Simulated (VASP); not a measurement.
# Ag in VASP: further runs, part 2 of 2

VASP 6.6.1. Earlier steps stand in the parts before.

## (4) Single point, PBEsol

This run uses another cell than the first one.

The input, INCAR:

```
PREC = Accurate ; ENCUT = 520
EDIFF = 1E-7 ; ISMEAR = -1
SIGMA = 0.05 ; LREAL = False
LASPH = True ; NELM = 60
ALGO = Normal ; ISIF = 2
LWAVE = False ; LCHARG = False
LDIPOL = True ; IDIPOL = 3
DIPOL = 0.5 0.5 0.500 ; GGA = PS
NBANDS = 30
```

The input, KPOINTS:

```
Automatic mesh
0
Gamma
  14 10 1
```

The input, POSCAR:

```
Ag
1.0
    2.8669514106      0.0000000000      0.0000000000
    0.0000000000      4.0544815675      0.0000000000
    0.0000000000      0.0000000000     20.3004000000
Ag
4
Direct
    0.2500000000      0.2500000000      0.3940802369
    0.7500000000      0.7500000000      0.4646934120
    0.2500000000      0.2500000000      0.5353065875
    0.7500000000      0.7500000000      0.6059197631
```

Potentials or basis: VASP PAW PBE potentials, release 64 (Ag).

On the command line:

```sh
$ cat potpaw_PBE.64/Ag/POTCAR > POTCAR
$ mpirun -np 1 vasp_std > vasp.out
```

OUTCAR:

```text
PREC = Accurate
   ENCUT = 520
   EDIFF = 1E-7
   ISMEAR = -1
   LREAL = False
   LASPH = True
   NELM = 60
   ISIF = 2
   GGA = PS

 ion  position               nearest neighbor table
   1  0.250  0.250  0.394-   3 2.87   2 2.87   2 2.87   2 2.87   2 2.87
   2  0.750  0.750  0.465-   1 2.87   1 2.87   1 2.87   1 2.87   3 2.87   3 2.87   3 2.87   3 2.87
                             4 2.87
   3  0.250  0.250  0.535-   1 2.87   2 2.87   2 2.87   2 2.87   2 2.87   4 2.87   4 2.87   4 2.87
                             4 2.87
   4  0.750  0.750  0.606-   3 2.87   3 2.87   3 2.87   3 2.87   2 2.87

  LATTYP: Found a simple orthorhombic cell.
 ALAT       =     2.8669514106
 B/A-ratio  =     1.4142135624
 C/A-ratio  =     7.0808315498

  Lattice vectors:

 A1 = (   2.8669514106,   0.0000000000,   0.0000000000)
 A2 = (   0.0000000000,   4.0544815675,   0.0000000000)
 A3 = (   0.0000000000,   0.0000000000,  20.3004000000)

Analysis of symmetry for initial positions (statically):
=====================================================================
 Subroutine PRICEL returns:
 Original cell was already a primitive cell.

 Routine SETGRP: Setting up the symmetry group for a
 simple orthorhombic supercell.

 Subroutine GETGRP returns: Found  8 space group operations
 (whereof  2 operations were pure point group operations)
 out of a pool of  8 trial point group operations.

The static configuration has the point symmetry S_2 .
 The point group associated with its full space group is D_2h.

Analysis of symmetry for dynamics (positions and initial velocities):
=====================================================================
 Subroutine PRICEL returns:
 Original cell was already a primitive cell.

 Routine SETGRP: Setting up the symmetry group for a
 simple orthorhombic supercell.

 Subroutine GETGRP returns: Found  8 space group operations
 (whereof  2 operations were pure point group operations)
 out of a pool of  8 trial point group operations.

The dynamic configuration has the point symmetry S_2 .
 The point group associated with its full space group is D_2h.

 Subroutine INISYM returns: Found  8 space group operations
 (whereof  2 operations are pure point group operations),
 and found     1 'primitive' translations

----------------------------------------------------------------------------------------

                                     Primitive cell

  volume of cell :     235.9719

  direct lattice vectors                    reciprocal lattice vectors
     2.866951411  0.000000000  0.000000000     0.348802563  0.000000000  0.000000000
     0.000000000  4.054481567  0.000000000     0.000000000  0.246640658  0.000000000
     0.000000000  0.000000000 20.300400000     0.000000000  0.000000000  0.049260113

  length of vectors
     2.866951411  4.054481567 20.300400000     0.348802563  0.246640658  0.049260113

  position of ions in fractional coordinates (direct lattice)
     0.250000000  0.250000000  0.394080237
     0.750000000  0.750000000  0.464693412
     0.250000000  0.250000000  0.535306588
     0.750000000  0.750000000  0.605919763

  ion indices of the primitive-cell ions
   primitive index   ion index
                 1           1
                 2           2
                 3           3
                 4           4

----------------------------------------------------------------------------------------

[... 52 lines left out ...]
   number of dos      NEDOS =    301   number of ions     NIONS =      4
   total plane-waves  NPLWV = 115200
   dimension x,y,z NGX =    24 NGY =   30 NGZ =  160
   dimension x,y,z NGXF=    48 NGYF=   60 NGZF=  320
   ions per type =               4
   NGX,Y,Z   is equivalent  to a cutoff of  13.92, 12.30, 13.10 a.u.
   NGXF,Y,Z  is equivalent  to a cutoff of  27.83, 24.60, 26.21 a.u.
 SYSTEM =  unknown system
   PREC   = accura    normal or accurate (medium, high low for compatibility)
   ISTART =      0    job   : 0-new  1-cont  2-samecut
   ICHARG =      2    charge: 1-file 2-atom 10-const
   ISPIN  =      1    spin polarized calculation?
   LNONCOLLINEAR =      F non collinear calculations
   LSORBIT =      F    spin-orbit coupling
   LASPH  =      T    aspherical Exc in radial PAW
   ENCUT  =  520.0 eV  38.22 Ry    6.18 a.u.   5.33  7.54 37.75*2*pi/ulx,y,z
   NELM   =     60;   NELMIN=  2; NELMDL= -5     # of ELM steps
   EDIFF  = 0.1E-06   stopping-criterion for ELM
   LREAL  =      F    real-space projection
   EDIFFG = 0.1E-05   stopping-criterion for IOM
   NSW    =      0    number of steps for IOM
   IBRION =     -1    ionic relax: 0-MD 1-quasi-New 2-CG
   NFREE  =      0    steps in history (QN), initial steepest desc. (CG)
   ISIF   =      2    stress and relaxation
   ISYM   =      2    0-nonsym 1-usesym 2-fastsym
   POTIM  = 0.5000    time-step for ionic-motion
   TEBEG  =    0.0;   TEEND  =   0.0 temperature during run
   PSTRESS=    0.0 pullay stress
   NELECT =      44.0000    total number of electrons
   NUPDOWN=      -1.0000    fix difference up-down
   EMIN   =  10.00;   EMAX   =-10.00  energy-range for DOS
   EFERMI =   0.00;   METHOD = LEGACY
   ISMEAR =    -1;   SIGMA  =   0.05  broadening in eV -4-tet -1-fermi 0-gaus
   EFERMI_NEDOS =   21; number of points for ismear=-14 and -15
   IALGO  =     38    algorithm
   IMIX   =      4    mixing-type and parameters
     AMIX     =   0.40;   BMIX     =  1.00
     AMIX_MAG =   1.60;   BMIX_MAG =  1.00
  volume/ion in A,a.u.               =      58.99       398.10
  Fermi-wavevector in a.u.,A,eV,Ry     =   0.935274  1.767412 11.901532  0.874738
  Thomas-Fermi vector in A             =   2.062165
   LORBIT       =      0    0 simple, 1 ext, 2 COOP (PROOUT), +10 PAW based schemes
   GGA     = PS    functional components
   LHFCALC =     F    Hartree Fock is set to
   AEXX    =    0.0000 exact exchange contribution
   IVDW    =     0    specifies the selected vdW correction
   LEPSILON=     F    determine dielectric tensor
   LRPA    =     F    only Hartree local field effects (RPA)
 non-spin polarized calculation
  energy-cutoff  :      520.00
  volume of cell :      235.97
 maximum number of plane-waves:      6399
 NGX is ok and might be reduce to    24
   NGX = 11   NGY = 15   NGZ = 75

 dipolmoment           0.000000      0.000000     -0.000000 electrons x Angstroem

 number of electron      43.9999985 magnetization

 dipolmoment           0.000000      0.000000      0.000000 electrons x Angstroem

 Free energy of the ion-electron system (eV)
  ---------------------------------------------------
  ext. energy  EPLUGINS =         0.00000000
  ---------------------------------------------------
  free energy    TOTEN  =       -11.45616794 eV

  energy without entropy =      -11.44526322  energy(sigma->0) =      -11.45071558

 E-fermi :  -0.6331     XC(G=0):  -4.4790

 val. band max:       -0.6657015527   @ k =   0.5000   0.0000   0.0000
 cond. band min:      -0.6109874863   @ k =   0.1429   0.1000   0.0000
 fundamental gap:      0.0547140664
 Fermi energy:        -0.6331396955

 k-point     1 :       0.0000    0.0000    0.0000
  band No.  band energies     occupation
      1      -7.6803      2.00000
      2      -6.8065      2.00000
      3      -6.4889      2.00000
      4      -6.1017      2.00000
      5      -5.8916      2.00000
      6      -5.6067      2.00000
[... 781 lines left out ...]
     29       7.3378      0.00000
     30       7.3378      0.00000

 [... further k-points ...]

------------------------ aborting loop because EDIFF is reached ----------------------------------------

 vacuum level on the upper side and lower side of the slab       (xc-potential included)        -0.120        -0.120

  FORCE on cell =-STRESS in cart. coord.  units (eV):
  Direction    XX          YY          ZZ          XY          YZ          ZX
  --------------------------------------------------------------------------------------
  -------------------------------------------------------------------------------------
  Total       -2.6782796     -2.2627603     -1.1147145     -0.0000000      0.0000000      0.0000000
  in kB      -18.1847040    -15.3634546     -7.5685727     -0.0000000      0.0000000      0.0000000
  external PRESSURE =     -13.7055771 kB  Pullay stress =       0.0000000 kB

 VOLUME and BASIS-vectors are now :
 -----------------------------------------------------------------------------
  energy-cutoff  :      520.00
  volume of cell :      235.97
      direct lattice vectors                 reciprocal lattice vectors
     2.866951411  0.000000000  0.000000000     0.348802563  0.000000000  0.000000000
     0.000000000  4.054481567  0.000000000     0.000000000  0.246640658  0.000000000
     0.000000000  0.000000000 20.300400000     0.000000000  0.000000000  0.049260113

 POSITION                                       TOTAL-FORCE (eV/Angst)
 -----------------------------------------------------------------------------------
      0.71674      1.01362      7.99999        -0.000000     -0.000000      0.357833
      2.15021      3.04086      9.43346         0.000000     -0.000000     -0.324654
      0.71674      1.01362     10.86694         0.000000      0.000000      0.324654
      2.15021      3.04086     12.30041         0.000000      0.000000     -0.357833
 -----------------------------------------------------------------------------------
    total drift:                                0.000000      0.000000      0.000010

  FREE ENERGIE OF THE ION-ELECTRON SYSTEM (eV)
  ---------------------------------------------------
  free  energy   TOTEN  =       -11.4561679417 eV

  energy  without entropy=      -11.4452632157  energy(sigma->0) =      -11.45071558

 vacuum level on the upper side and lower side of the slab         3.565         3.565
```

OSZICAR:

```text
N       E                     dE             d eps       ncg     rms          rms(c)
DAV:   1     0.260809497260E+03    0.26081E+03   -0.19055E+04  2880   0.121E+03
DAV:   2    -0.397458813333E+01   -0.26478E+03   -0.24876E+03  3262   0.257E+02
DAV:   3    -0.124886141686E+02   -0.85140E+01   -0.84128E+01  3312   0.482E+01
[... 13 lines left out ...]
DAV:  17    -0.114561516577E+02   -0.49664E-05   -0.62629E-07  2292   0.315E-03    0.551E-04
DAV:  18    -0.114561621295E+02   -0.10472E-04   -0.52046E-07  2208   0.217E-03    0.395E-04
DAV:  19    -0.114561653633E+02   -0.32338E-05   -0.77374E-08  2164   0.135E-03    0.209E-04
DAV:  20    -0.114561678689E+02   -0.25056E-05   -0.11386E-07  2148   0.627E-04    0.690E-05
DAV:  21    -0.114561679417E+02   -0.72763E-07   -0.13746E-09  1982   0.150E-04
   1 F= -.11456168E+02 E0= -.11450716E+02  d E =-.109047E-01
```

stdout:

```text
POSCAR found type information on POSCAR Ag
 POSCAR found :  1 types and       4 ions
 scaLAPACK will be used
 -----------------------------------------------------------------------------
|                                                                             |
|                                                                             |
|     You enforced a specific xc type in the INCAR file but a different       |
|     I HOPE YOU KNOW WHAT YOU ARE DOING!                                     |
|                                                                             |
 -----------------------------------------------------------------------------

 LDA part: xc-table for (Slater+PW92), standard interpolation
 POSCAR, INCAR and KPOINTS ok, starting setup
 FFT: planning ... GRIDC
 FFT: planning ... GRID_SOFT
 FFT: planning ... GRID
 WAVECAR not read
 entering main loop
```

Run time: 4.1 min. Hardware: 1 thread of AMD EPYC 9R45 (Zen 5), shared host; peak memory 0.45 GiB.

Results:

| Quantity | Value |
| --- | --- |
| Free energy | -11.4562 eV |
| Largest force | 0.358 eV/Å |
| Band gap on the k mesh | zero (bands 22 and 23 overlap by 2.76 eV) |

Forces in eV/Å, atoms in the order of the input:
```
Ag   0.000  0.000  0.358
Ag   0.000  0.000 -0.325
Ag   0.000  0.000  0.325
Ag   0.000  0.000 -0.358
```

Caveat: the PAW data sets were made with another functional, which shifts forces and pressure a little.

The gap in the log of VASP goes by the Fermi energy; the results here count the filled bands.